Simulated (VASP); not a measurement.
The system is ZnS.

```
Zn S
1.0
     0.00000    2.70200    2.70200
     2.70200    0.00000    2.70200
     2.70200    2.70200    0.00000
Zn S
1 1
Direct
  0.75000 0.75000 0.75000
  0.00000 0.00000 0.00000
```

Base run:

* Program: VASP 6.6.1
* Functional: PBE0
* Potentials or basis: VASP PAW PBE potentials, release 64 (Zn, S)
* Cutoff: 520 eV
* k mesh: 5 × 5 × 5
* Occupations: fermi-dirac, width 0.05 eV
* Spin: no spin polarisation

Its results: band gap on the k mesh 4.03 eV; pressure 0.7 GPa.

Question: After a change of settings the same cell gave: band gap on the k mesh 4.65 eV; pressure 0.3 GPa. Which change was it?
A. functional from PBE0 to PBE-based screened hybrid with 20 % exact exchange; share of exact exchange from 0.25 to 0.2
B. functional from PBE0 to PBE-based screened hybrid with 50 % exact exchange; share of exact exchange from 0.25 to 0.5
C. functional from PBE0 to PBE-based screened hybrid with 25 % exact exchange
D. functional from PBE0 to r2SCAN0; further incar settings from ALGO = Normal; EDIFF = 1e-06; NBANDS = 16 to ALGO = Normal; EDIFF = 1e-07; NBANDS = 16

Answer: B.

Caveats: the PAW data sets were made with another functional, which shifts forces and pressure a little.
